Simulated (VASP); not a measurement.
Here is a VASP 6.6.1 calculation.

The input INCAR:

```
SYSTEM = AlNi3
PREC = Accurate ; ENCUT = 520
EDIFF = 1E-7 ; ISMEAR = -1
SIGMA = 0.05 ; LREAL = .False.
LASPH = .True. ; NELM = 150
ALGO = Normal ; ISIF = 2
LWAVE = .False. ; LCHARG = .False.
ISPIN = 2 ; MAGMOM = 1 -0.5 1 0
LORBIT = 11 ; LMAXMIX = 4
GGA = PS ; NBANDS = 28
```

File KPOINTS:

```
Automatic mesh
0
Gamma
  8 8 8
  0 0 0
```

The input POSCAR:

```
AlNi3
1.0
    3.5230547267      0.0000000000      0.0000000000
    0.0000000000      3.5230547267      0.0000000000
    0.0000000000      0.0000000000      3.5230547267
Ni Al
3 1
Direct
    0.5000000000      0.5000000000      0.0000000000
    0.5000000000      0.0000000000      0.5000000000
    0.0000000000      0.5000000000      0.5000000000
    0.0000000000      0.0000000000      0.0000000000
```

Potentials or basis: VASP PAW PBE potentials, release 64 (Ni, Al).

Command:

```bash
$ cat potpaw_PBE.64/Ni/POTCAR potpaw_PBE.64/Al/POTCAR > POTCAR
$ mpirun -np 1 vasp_std > vasp.out
```

Problem. Estimate the pressure.

Solution. -0.5 GPa.

Problem. Estimate the site moments.

Solution. Ni +0.22; Al -0.01 μB.

Problem. Estimate the net moment.

Solution. 0.62 μB per cell.

Caveat: the PAW data sets were made with another functional, which shifts forces and pressure a little.
